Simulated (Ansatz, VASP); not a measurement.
## One calculation of InB3, two programs

```
In B
1.0
    -1.69910    1.69910    3.79539
     1.69910   -1.69910    3.79539
     1.69910    1.69910   -3.79539
In B
1 3
Direct
  0.00000 0.00000 0.00000
  0.50000 0.50000 0.00000
  0.25000 0.75000 0.50000
  0.75000 0.25000 0.50000
```

Alike in both runs: task relaxation of cell and atoms; functional PBE; k mesh 8 × 8 × 8; occupations gaussian, width 0.1 eV; no spin polarisation.

|  | VASP | Ansatz |
| --- | --- | --- |
| version | VASP 6.6.1 | Ansatz 0.2.0 |
| potentials or method | VASP PAW PBE potentials, release 64 (In_d, B), cutoff 600 eV | scalar-relativistic, plane waves, PAW |
| valence electrons in the cell | 22 | 22 |

```tsv
	VASP	Ansatz	Ansatz less VASP
gap on the k mesh at the Fermi level, each at its own relaxed structure (eV)	none	none	-
relaxed volume (Å³/atom)	11.70	11.69	-0.006
relaxed cell length with the largest relative difference (Å)	4.875	4.876	+0.0010
```

A gap of «none» marks a metal or a gap that the smearing closes.
